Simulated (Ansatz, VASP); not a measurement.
# MoS2: VASP beside Ansatz

Contents of INCAR:

```
SYSTEM = MoS2
PREC = Accurate ; ENCUT = 520
EDIFF = 1E-6 ; ISMEAR = 0
SIGMA = 0.01 ; LREAL = .False.
LASPH = .True. ; NELM = 80
ALGO = Normal ; ISIF = 2
LWAVE = .False. ; LCHARG = .False.
GGA = PS ; IBRION = 2
NSW = 50 ; EDIFFG = -0.002
```

File KPOINTS:

```
regular mesh
0
Gamma
  8 8 8
  0 0 0
```

The input POSCAR:

```
MoS2
1.0
    1.5715694880      0.9073460670      6.2493476413
   -1.5715694880      0.9073460670      6.2493476413
    0.0000000000     -1.8146921340      6.2493476413
Mo S
1 2
Direct
    0.0001015293      0.0001015293      0.0001015293
    0.2507582619      0.2507582619      0.2507582619
    0.4161402089      0.4161402089      0.4161402089
```

Input for Ansatz:

```yaml
crystal:
  lattice:
    - [1.57156948805, 0.90734606698, 6.24934764134]
    - [-1.57156948805, 0.90734606698, 6.24934764134]
    - [0.0, -1.81469213395, 6.24934764134]
  atoms:
    - { symbol: Mo, position: [0.000101529263, 0.000101529263, 0.000101529263] }
    - { symbol: S, position: [0.250758261883, 0.250758261883, 0.250758261883] }
    - { symbol: S, position: [0.416140208854, 0.416140208854, 0.416140208854] }
kpoints:
  mp_grid: { grid: [8, 8, 8] }
scf:
  occupations: { method: fixed }
  convergence: { dr2_threshold: 1.0e-10 }
hamiltonian:
  xc: pbesol
  pseudopotentials: { kind: all_electron, lapw: { basis_error: 0.0005 } }
output:
  forces: true
  stress: true
  eigenstates:
    kpoints:
      - [0.0, 0.0, 0.0]
      - [0.0, -0.18008219, 0.180082189]
      - [-0.18008219, 0.0, 0.180082189]
      - [-0.18008219, 0.180082189, 0.0]
      - [0.5, 0.5, 0.5]
      - [0.0, 0.0, 0.5]
      - [0.0, 0.5, 0.0]
      - [0.5, 0.0, 0.0]
      - [0.5, 0.0, 0.5]
      - [0.5, 0.5, 0.0]
      - [0.0, 0.5, 0.5]
relax:
  f_tol: 0.002
  max_steps: 30
```

Change from the starting cell: z stretched by -0.5 %, x and y held.

Alike in both runs: task relaxation of the atoms; functional PBEsol; k mesh 8 × 8 × 8; no spin polarisation.

|  | VASP | Ansatz |
| --- | --- | --- |
| version | VASP 6.6.1 | Ansatz 0.2.0 |
| potentials or method | VASP PAW PBE potentials, release 64 (Mo_sv, S), cutoff 520 eV | all-electron LAPW, scalar-relativistic |
| occupations | gaussian, width 0.01 eV | fixed |

```tsv
	VASP	Ansatz	Ansatz less VASP
gap on the k mesh at the Fermi level, each at its own relaxed structure (eV)	1.09	1.08	-0.012
```

VASP's potentials were made for PBE, not for PBEsol. Ansatz ran all-electron here, and VASP with PAW potentials.
